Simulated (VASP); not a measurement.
MgCd3O, 5 atoms in the cell. Symmetry: P4mm, No. 99, tetragonal system. The conventional cell has a = 4.616 Å, b = 4.616 Å, c = 6.808 Å, α = 90.00°, β = 90.00°, γ = 90.00°. Mg (site symmetry 4mm) has 5 Cd at 2.81 to 3.06 Å within 3.7 Å. Cd (site symmetry 2mm) has 2 O at 2.31 Å and 2 Cd at 3.05 Å and 2 Mg at 3.06 Å within 3.1 Å. Within 3.8 Å of Cd (site symmetry 4mm) lie 1 Mg at 2.81 Å and 4 Cd at 3.05 Å and 4 O at 3.80 Å. Within 3.1 Å of O (site symmetry 4mm) lie 4 Cd at 2.31 Å. The cell was built from a structure type or drawn by symmetry, and may not be a known phase.

```yaml
Program: VASP 6.6.1
Task: single point
Functional: PBE
Potentials_or_basis: VASP PAW PBE potentials, release 64 (Mg, Cd, O)
Cutoff: 600 eV
k_mesh: 4 × 4 × 4
Occupations: gaussian, width 0.1 eV
Spin: no spin polarisation
Dipole_correction: no
Further_INCAR_settings: ALGO = Normal; EDIFF = 1e-06; NBANDS = 30
```

Potentials or basis: VASP PAW PBE potentials, release 64 (Mg, Cd, O).

Command:

```console
$ cat potpaw_PBE.64/Mg/POTCAR potpaw_PBE.64/Cd/POTCAR potpaw_PBE.64/O/POTCAR > POTCAR
$ mpirun -np 1 vasp_std > vasp.out
```

Hardware: 1 thread of Intel(R) Xeon(R) Platinum 8488C (Sapphire Rapids), on a shared host.

**Question.** Estimate the wall time of this run.

**Answer.** Wall time 91 s on 1 thread of Intel(R) Xeon(R) Platinum 8488C (Sapphire Rapids), on a shared host, peak memory 0.32 GiB. Counts: scf iterations 15, k points 18.
